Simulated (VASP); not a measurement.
Here is a VASP 6.6.1 calculation.

Contents of INCAR:

```
PREC = Accurate
ENCUT = 500
EDIFF = 1E-7
ISMEAR = 0
SIGMA = 0.01
LREAL = False
LASPH = True
NELM = 120
ALGO = Normal
ISIF = 3
LWAVE = False
LCHARG = False
GGA = PS
IBRION = 2
NSW = 80
EDIFFG = -0.002
PSTRESS = 610.0
GGA_COMPAT = False
NELMIN = 4
```

File KPOINTS:

```
regular mesh
0
Gamma
  8 8 8
```

File POSCAR:

```
KCl
1.0
    3.0411135708      0.0000000000      0.0000000000
    0.0000000000      3.0411135708      0.0000000000
    0.0000000000      0.0000000000      3.0411135708
K Cl
1 1
Direct
    0.0000000000      0.0000000000      0.0000000000
    0.5000000000      0.5000000000      0.5000000000
```

Potentials or basis: VASP PAW PBE potentials, release 64 (K_sv, Cl).

Command:

```console
$ cat potpaw_PBE.64/K_sv/POTCAR potpaw_PBE.64/Cl/POTCAR > POTCAR
$ mpirun -np 1 vasp_std > vasp.out
```

Predict the band gap on the k mesh.

4.29 eV (least direct gap 4.38 eV).

What does it give for the relaxed cell?

a = 3.047 Å, b = 3.047 Å, c = 3.047 Å, α = 90.00°, β = 90.00°, γ = 90.00°.

Estimate the relaxed volume.

14.15 Å³/atom.

Step by step:
```tsv
step	energy change (eV)	largest force (eV/Å)	pressure (GPa)	volume (Å³)
1	0.0000	0.0000	62.44	28.13
2	-0.1947	0.0000	58.05	28.64
3	-0.0639	0.0000	61.00	28.29
```

Caveat: the cell is relaxed towards a set pressure, so the run minimises the enthalpy, not the energy; the PAW data sets were made with another functional, which shifts forces and pressure a little. Zero-point motion and thermal expansion aren't in these numbers.
